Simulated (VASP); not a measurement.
Re, 4 atoms in the cell. It takes space group P6_3/mmc (No. 194, hexagonal). Conventional cell: a = 2.751 Å, b = 2.751 Å, c = 8.983 Å, α = 90.00°, β = 90.00°, γ = 120.00°. Within 3.6 Å of Re (site symmetry -3m) lie 12 Re at 2.75 Å. Within 3.6 Å of Re (site symmetry -6m2) lie 12 Re at 2.75 Å. 

| Property | Result |
| --- | --- |
| Program | VASP 6.6.1 |
| Task | relaxation of cell and atoms |
| Functional | PBEsol |
| Potentials or basis | VASP PAW PBE potentials, release 64 (Re) |
| Cutoff | 600 eV |
| k mesh | 13 × 13 × 4 |
| Occupations | fermi-dirac, width 0.1 eV |
| Spin | no spin polarisation |
| Dipole correction | no |
| Further INCAR settings | ALGO = Normal; EDIFF = 1e-06; IBRION = 2; EDIFFG = -0.01; NSW = 80; ISIF = 3 |

Potentials or basis: VASP PAW PBE potentials, release 64 (Re).

Command:

```bash
$ cat potpaw_PBE.64/Re/POTCAR > POTCAR
$ mpirun -np 1 vasp_std > vasp.out
```

Hardware: 1 thread of Intel(R) Xeon(R) Platinum 8259CL CPU @ 2.50GHz (Skylake/Cascade Lake), with other jobs on the host.

Question: How long does it take, and how much memory?

Answer: Run time: 6.3 min on 1 thread of Intel(R) Xeon(R) Platinum 8259CL CPU @ 2.50GHz (Skylake/Cascade Lake), on a shared host, peak memory 0.25 GiB. Counts: scf iterations 58, k points 63, ion steps 6.
